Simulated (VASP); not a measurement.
Here is a VASP 6.6.1 calculation.

Contents of INCAR:

```
ALGO = Normal ; EDIFF = 1E-6
ENCUT = 520 ; GGA = PE
ISIF = 2 ; ISMEAR = 0
LASPH = True ; LCHARG = True
LELF = True ; LREAL = False
LVHAR = True ; LWAVE = False
NBANDS = 23 ; NELM = 80
PREC = Accurate ; SIGMA = 0.1
```

KPOINTS

```
k-points
0
Gamma
  4 4 4
```

File POSCAR:

```
In2S
1.0
    3.9880225412      0.0000000000      0.0000000000
    0.0000000000      3.9880225412      0.0000000000
    0.0000000000      0.0000000000      5.4049536545
In S
2 1
Direct
    0.5000000000      0.0000000000      0.6602872895
    0.0000000000      0.5000000000      0.3397127105
    0.0000000000      0.0000000000      0.0000000000
```

Potentials or basis: VASP PAW PBE potentials, release 64 (In_d, S).

Run with:

```bash
$ cat potpaw_PBE.64/In_d/POTCAR potpaw_PBE.64/S/POTCAR > POTCAR
$ mpirun -np 1 vasp_std > vasp.out
```

**Question.** Estimate the pressure.

**Answer.** 0.1 GPa.

**Question.** Predict the band gap on the k mesh.

**Answer.** Zero (band 16 reaches 6.46 eV, above the bottom of band 17 at 3.68 eV).

**Question.** What does it give for the largest force?

**Answer.** 0.019 eV/Å.

Forces on the atoms (eV/Å):
```
In   0.000  0.000 -0.019
In   0.000  0.000  0.019
S    0.000  0.000  0.000
```

Caveat: the k points lie up to 0.39 Å⁻¹ apart; spin-orbit coupling is left out, which moves the levels of the heavy elements.
